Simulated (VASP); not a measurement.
**Mo: single point with PBE**

Mo:

```
Mo
1.0
    -1.58328    1.58328    1.58328
     1.58328   -1.58328    1.58328
     1.58328    1.58328   -1.58328
Mo
1
Direct
  0.00000 0.00000 0.00000
```

* Program: VASP 6.6.1
* Task: single point
* Functional: PBE
* Potentials or basis: VASP PAW PBE potentials, release 64 (Mo_sv)
* Cutoff: 520 eV
* k mesh: 17 × 17 × 17
* Occupations: fermi-dirac, width 0.08 eV
* Spin: no spin polarisation

* Pressure: -0.8 GPa
* Band gap on the k mesh: zero (band 7 reaches 16.01 eV, above the bottom of band 8 at 11.01 eV)

Levels at points of the mesh, in eV from the Fermi level:
```tsv
k point	band 4	band 5	band 6	band 7	band 8	band 9	band 10	band 11
(0.00, 0.00, 0.00)	-34.61	-7.21	-1.36	-1.36	-1.36	1.61	1.61	14.79
```

It took 44 s on 1 thread of AMD EPYC 7R13 (shared host), peak memory 0.12 GiB.
